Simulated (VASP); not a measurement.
SnF, 2 atoms in the cell. The structure is tetragonal, space group P4/mmm (No. 123). Conventional cell: a = 3.111 Å, b = 3.111 Å, c = 4.443 Å, α = 90.00°, β = 90.00°, γ = 90.00°. Sn (site symmetry 4/mmm) has 2 F at 2.22 Å within 2.9 Å. F (site symmetry 4/mmm) has 2 Sn at 2.22 Å within 2.9 Å. 

```yaml
Program: VASP 6.6.1
Task: elastic constants
Functional: PBE
Potentials_or_basis: VASP PAW PBE potentials, release 64 (Sn_d, F)
Cutoff: 600 eV
k_mesh: 18 × 18 × 12
Occupations: fermi-dirac, width 0.15 eV
Spin: no spin polarisation
Dipole_correction: no
Ions_in_elastic_constants: relaxed
Further_INCAR_settings: ALGO = Normal; EDIFF = 1e-08; NBANDS = 18; IBRION = 6; POTIM = 0.015; NSW = 1; ISIF = 3
```

Potentials or basis: VASP PAW PBE potentials, release 64 (Sn_d, F).

Run with:

```sh
$ cat potpaw_PBE.64/Sn_d/POTCAR potpaw_PBE.64/F/POTCAR > POTCAR
$ mpirun -np 4 vasp_std > vasp.out
```

Hardware: 4 MPI ranks on Intel(R) Xeon(R) 6975P-C (Granite Rapids), on a shared host.

Problem. Estimate the wall time of this run.

Solution. It took 23 min on 4 MPI ranks on Intel(R) Xeon(R) 6975P-C (Granite Rapids) (shared host), peak memory 1.5 GiB a rank. Counts: scf iterations 219, k points 385.
